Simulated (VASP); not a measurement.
# VO2 (P4_2/mnm) in VASP: single point with PBE

Aim: the single point of VO2 with PBE.

Program: VASP 6.6.1. These are calculated values, not measurements. Logs are shortened: lines on timing, memory, paths and dates and some standing lists are left out, and cuts for length are marked.

### Step 1. The cell of the first run

It takes space group P4_2/mnm (No. 136, tetragonal). The conventional cell has a = 4.555 Å, b = 4.555 Å, c = 2.881 Å, α = 90.00°, β = 90.00°, γ = 90.00°. Within 2.6 Å of V (site symmetry mmm) lie 6 O at 1.93 to 1.94 Å. Within 2.6 Å of O (site symmetry m2m) lie 3 V at 1.93 to 1.94 Å and 1 O at 2.57 Å.

### Step 2. Single point, PBE, collinear spin, ferromagnetic start (z stretched by +1 %, then relaxed in part)

The input, INCAR:

```
SYSTEM = VO2
PREC = Accurate
ENCUT = 600
EDIFF = 1E-6
ISMEAR = -1
SIGMA = 0.05
LREAL = .FALSE.
LASPH = .TRUE.
NELM = 200
ALGO = Normal
ISIF = 2
LWAVE = .FALSE.
LCHARG = .FALSE.
ISPIN = 2
MAGMOM = 1 1 0 0 0 0
LORBIT = 11
LMAXMIX = 4
GGA = PE
NBANDS = 38
GGA_COMPAT = .FALSE.
KPAR = 4
```

The input, KPOINTS:

```
Automatic mesh
0
G
  10 10 16
  0 0 0
```

The input, POSCAR:

```
VO2
1.0
    4.5546000000      0.0000000000      0.0000000000
    0.0000000000      4.5546000000      0.0000000000
    0.0000000000      0.0000000000      2.8813280000
V O
2 4
Direct
    0.0000000000      0.0000000000      0.0000000000
    0.5000000000      0.5000000000      0.5000000000
    0.3005230104      0.3005230104      0.0000000000
    0.1994769896      0.8005230104      0.5000000000
    0.6994769896      0.6994769896      0.0000000000
    0.8005230104      0.1994769896      0.5000000000
```

Potentials or basis: VASP PAW PBE potentials, release 64 (V_sv, O).

Started as:

```console
cat potpaw_PBE.64/V_sv/POTCAR potpaw_PBE.64/O/POTCAR > POTCAR
mpirun -np 4 vasp_std > vasp.out
```

OUTCAR:

```text
SYSTEM = VO2
   PREC = Accurate
   ENCUT = 600
   EDIFF = 1E-6
   ISMEAR = -1
   LREAL = .FALSE.
   LASPH = .TRUE.
   NELM = 200
   ISIF = 2
   ISPIN = 2
   LORBIT = 11
   GGA = PE

 ion  position               nearest neighbor table
   1  0.000  0.000  0.000-   4 1.93   6 1.93   4 1.93   6 1.93   5 1.94   3 1.94
   2  0.500  0.500  0.500-   3 1.93   5 1.93   3 1.93   5 1.93   4 1.94   6 1.94
   3  0.301  0.301  0.000-   2 1.93   2 1.93   1 1.94
   4  0.199  0.801  0.500-   1 1.93   1 1.93   2 1.94
   5  0.699  0.699  0.000-   2 1.93   2 1.93   1 1.94
   6  0.801  0.199  0.500-   1 1.93   1 1.93   2 1.94

  LATTYP: Found a simple tetragonal cell.
 ALAT       =     4.5546000000
 C/A-ratio  =     0.6326193299

  Lattice vectors:

 A1 = (   4.5546000000,   0.0000000000,   0.0000000000)
 A2 = (   0.0000000000,   4.5546000000,   0.0000000000)
 A3 = (   0.0000000000,   0.0000000000,   2.8813280000)

Analysis of symmetry for initial positions (statically):
=====================================================================
 Subroutine PRICEL returns:
 Original cell was already a primitive cell.

 Routine SETGRP: Setting up the symmetry group for a
 simple tetragonal supercell.

 Subroutine GETGRP returns: Found 16 space group operations
 (whereof  8 operations were pure point group operations)
 out of a pool of 16 trial point group operations.

The static configuration has the point symmetry D_2h.
 The point group associated with its full space group is D_4h.

Analysis of symmetry for dynamics (positions and initial velocities):
=====================================================================
 Subroutine PRICEL returns:
 Original cell was already a primitive cell.

 Routine SETGRP: Setting up the symmetry group for a
 simple tetragonal supercell.

 Subroutine GETGRP returns: Found 16 space group operations
 (whereof  8 operations were pure point group operations)
 out of a pool of 16 trial point group operations.

The dynamic configuration has the point symmetry D_2h.
 The point group associated with its full space group is D_4h.

Analysis of structural, dynamic, and magnetic symmetry:
=====================================================================
 Subroutine PRICEL returns:
 Original cell was already a primitive cell.

 Routine SETGRP: Setting up the symmetry group for a
 simple tetragonal supercell.

 Subroutine GETGRP returns: Found 16 space group operations
 (whereof  8 operations were pure point group operations)
 out of a pool of 16 trial point group operations.

The overall configuration has the point symmetry D_2h.
 The point group associated with its full space group is D_4h.

 Subroutine INISYM returns: Found 16 space group operations
 (whereof  8 operations are pure point group operations),
 and found     1 'primitive' translations

----------------------------------------------------------------------------------------

                                     Primitive cell

  volume of cell :      59.7714

  direct lattice vectors                    reciprocal lattice vectors
     4.554600000  0.000000000  0.000000000     0.219558249  0.000000000  0.000000000
     0.000000000  4.554600000  0.000000000     0.000000000  0.219558249  0.000000000
     0.000000000  0.000000000  2.881328000     0.000000000  0.000000000  0.347062188

  length of vectors
     4.554600000  4.554600000  2.881328000     0.219558249  0.219558249  0.347062188

  position of ions in fractional coordinates (direct lattice)
     0.000000000  0.000000000  0.000000000
     0.500000000  0.500000000  0.500000000
     0.300523010  0.300523010  0.000000000
     0.199476990  0.800523010  0.500000000
     0.699476990  0.699476990  0.000000000
     0.800523010  0.199476990  0.500000000

  ion indices of the primitive-cell ions
   primitive index   ion index
                 1           1
                 2           2
                 3           3
                 4           4
                 5           5
                 6           6

[... 29 lines left out ...]
  0.100000  0.000000  0.000000      4.000000
  0.200000  0.000000  0.000000      4.000000
  0.300000  0.000000  0.000000      4.000000
  0.400000  0.000000  0.000000      4.000000
  0.500000  0.000000  0.000000      2.000000
[... 16 lines left out ...]
  0.100000  0.000000  0.062500      8.000000
  0.200000  0.000000  0.062500      8.000000
 [... further k-points ...]
   k-points           NKPTS =    189   k-points in BZ     NKDIM =    189   number of bands    NBANDS=     38
   number of dos      NEDOS =    301   number of ions     NIONS =      6
   total plane-waves  NPLWV =  31104
   dimension x,y,z NGX =    36 NGY =   36 NGZ =   24
   dimension x,y,z NGXF=    72 NGYF=   72 NGZF=   48
   ions per type =               2   4
   NGX,Y,Z   is equivalent  to a cutoff of  13.14, 13.14, 13.85 a.u.
   NGXF,Y,Z  is equivalent  to a cutoff of  26.28, 26.28, 27.69 a.u.
 SYSTEM =  VO2
   PREC   = accura    normal or accurate (medium, high low for compatibility)
   ISTART =      0    job   : 0-new  1-cont  2-samecut
   ICHARG =      2    charge: 1-file 2-atom 10-const
   ISPIN  =      2    spin polarized calculation?
   LNONCOLLINEAR =      F non collinear calculations
   LSORBIT =      F    spin-orbit coupling
   LASPH  =      T    aspherical Exc in radial PAW
   ENCUT  =  600.0 eV  44.10 Ry    6.64 a.u.   9.10  9.10  5.75*2*pi/ulx,y,z
   NELM   =    200;   NELMIN=  2; NELMDL= -5     # of ELM steps
   EDIFF  = 0.1E-05   stopping-criterion for ELM
   LREAL  =      F    real-space projection
   EDIFFG = 0.1E-04   stopping-criterion for IOM
   NSW    =      0    number of steps for IOM
   IBRION =     -1    ionic relax: 0-MD 1-quasi-New 2-CG
   NFREE  =      0    steps in history (QN), initial steepest desc. (CG)
   ISIF   =      2    stress and relaxation
   ISYM   =      2    0-nonsym 1-usesym 2-fastsym
   POTIM  = 0.5000    time-step for ionic-motion
   TEBEG  =    0.0;   TEEND  =   0.0 temperature during run
   PSTRESS=    0.0 pullay stress
   NELECT =      50.0000    total number of electrons
   NUPDOWN=      -1.0000    fix difference up-down
   EMIN   =  10.00;   EMAX   =-10.00  energy-range for DOS
   EFERMI =   0.00;   METHOD = LEGACY
   ISMEAR =    -1;   SIGMA  =   0.05  broadening in eV -4-tet -1-fermi 0-gaus
   EFERMI_NEDOS =   21; number of points for ismear=-14 and -15
   IALGO  =     38    algorithm
   IMIX   =      4    mixing-type and parameters
     AMIX     =   0.40;   BMIX     =  1.00
     AMIX_MAG =   1.60;   BMIX_MAG =  1.00
  volume/ion in A,a.u.               =       9.96        67.23
  Fermi-wavevector in a.u.,A,eV,Ry     =   1.542531  2.914960 32.373709  2.379400
  Thomas-Fermi vector in A             =   2.648322
   LORBIT       =     11    0 simple, 1 ext, 2 COOP (PROOUT), +10 PAW based schemes
   GGA     = PE    functional components
   LHFCALC =     F    Hartree Fock is set to
   AEXX    =    0.0000 exact exchange contribution
   IVDW    =     0    specifies the selected vdW correction
   LEPSILON=     F    determine dielectric tensor
   LRPA    =     F    only Hartree local field effects (RPA)
 spin polarized calculation
  energy-cutoff  :      600.00
  volume of cell :       59.77
 maximum number of plane-waves:      2016
   NGX = 19   NGY = 19   NGZ = 11

 number of electron      49.9999977 magnetization       1.9996214

 Free energy of the ion-electron system (eV)
  ---------------------------------------------------
  ext. energy  EPLUGINS =         0.00000000
  ---------------------------------------------------
  free energy    TOTEN  =       -51.96626389 eV

  energy without entropy =      -51.94046212  energy(sigma->0) =      -51.95336300

 E-fermi :   6.1477     XC(G=0): -11.7069

 val. band max:        6.1441113058   @ k =   0.3000   0.3000   0.1875
 cond. band min:       6.1510544434   @ k =   0.1000   0.1000   0.3125
 fundamental gap:      0.0069431376
 Fermi energy:         6.1477421433

 spin component 1

 k-point     1 :       0.0000    0.0000    0.0000
  band No.  band energies     occupation
      1     -59.9407      1.00000
      2     -59.9318      1.00000
      3     -33.7668      1.00000
      4     -33.7668      1.00000
      5     -33.7025      1.00000
      6     -33.6839      1.00000
[... 949 lines left out ...]
     36      16.5805      0.00000
     37      16.9530      0.00000

 [... further k-points ...]

 spin component 2

 k-point     1 :       0.0000    0.0000    0.0000
  band No.  band energies     occupation
      1     -58.8288      1.00000
      2     -58.8193      1.00000
      3     -32.6656      1.00000
      4     -32.6656      1.00000
      5     -32.6318      1.00000
      6     -32.6111      1.00000
[... 949 lines left out ...]
     36      16.8048      0.00000
     37      17.2310      0.00000

 [... further k-points ...]

 [bands above 37 left out]

------------------------ aborting loop because EDIFF is reached ----------------------------------------

  FORCE on cell =-STRESS in cart. coord.  units (eV):
  Direction    XX          YY          ZZ          XY          YZ          ZX
  --------------------------------------------------------------------------------------
  -------------------------------------------------------------------------------------
  Total        0.5792769      0.5792769     -1.4019611      0.0000000      0.0000000      0.0000000
  in kB       15.5275749     15.5275749    -37.5797055      0.0000000      0.0000000      0.0000000
  external PRESSURE =      -2.1748519 kB  Pullay stress =       0.0000000 kB

 VOLUME and BASIS-vectors are now :
 -----------------------------------------------------------------------------
  energy-cutoff  :      600.00
  volume of cell :       59.77
      direct lattice vectors                 reciprocal lattice vectors
     4.554600000  0.000000000  0.000000000     0.219558249  0.000000000  0.000000000
     0.000000000  4.554600000  0.000000000     0.000000000  0.219558249  0.000000000
     0.000000000  0.000000000  2.881328000     0.000000000  0.000000000  0.347062188

 POSITION                                       TOTAL-FORCE (eV/Angst)
 -----------------------------------------------------------------------------------
      0.00000      0.00000      0.00000        -0.000000      0.000000      0.000000
      2.27730      2.27730      1.44066        -0.000000      0.000000      0.000000
      1.36876      1.36876      0.00000        -0.016429     -0.016429     -0.000000
      0.90854      3.64606      1.44066         0.016429     -0.016429     -0.000000
      3.18584      3.18584      0.00000         0.016429      0.016429      0.000000
      3.64606      0.90854      1.44066        -0.016429      0.016429      0.000000
 -----------------------------------------------------------------------------------
    total drift:                                0.000000      0.000000      0.000000

  FREE ENERGIE OF THE ION-ELECTRON SYSTEM (eV)
  ---------------------------------------------------
  free  energy   TOTEN  =       -51.9662638873 eV

  energy  without entropy=      -51.9404621220  energy(sigma->0) =      -51.95336300

 total charge

# of ion       s       p       d       tot
------------------------------------------
    1        2.279   6.328   2.892  11.500
    2        2.279   6.328   2.892  11.500
    3        1.569   3.474   0.000   5.043
    4        1.569   3.474   0.000   5.043
    5        1.569   3.474   0.000   5.043
    6        1.569   3.474   0.000   5.043
--------------------------------------------------
tot         10.834  26.554   5.783  43.172

 magnetization (x)

# of ion       s       p       d       tot
------------------------------------------
    1        0.014   0.012   1.030   1.055
    2        0.014   0.012   1.030   1.055
    3       -0.002  -0.054   0.000  -0.056
    4       -0.002  -0.054   0.000  -0.056
    5       -0.002  -0.054   0.000  -0.056
    6       -0.002  -0.054   0.000  -0.056
--------------------------------------------------
tot          0.019  -0.191   2.059   1.887
```

Wall time 1.8 min (4 MPI ranks of Intel Xeon 6975P-C (Granite Rapids), shared host); peak memory 0.72 GiB.

What came out:

```
Free energy                                           : -51.9663 eV
Pressure                                              : -0.2 GPa
Largest force                                         : 0.023 eV/Å
Band gap on the k mesh                                : zero (filled and empty bands overlap)
Net moment                                            : 2.00 μB per cell
Site moments                                          : V +1.05; O -0.06 μB
Valence electrons inside the program's atomic spheres : V 11.50; O 5.04
```

Forces in eV/Å, atoms in the order of the input:
```
V    0.000  0.000  0.000
V    0.000  0.000  0.000
O   -0.016 -0.016  0.000
O    0.016 -0.016  0.000
O    0.016  0.016  0.000
O   -0.016  0.016  0.000
```

Caveat: the cell differs from its parent crystal (z stretched by +1 %, then relaxed in part); the stress differs along the axes, from -4 to 2 GPa; semilocal functionals often make such compounds metallic where correlation or magnetic order opens a gap, which also shifts bond lengths.
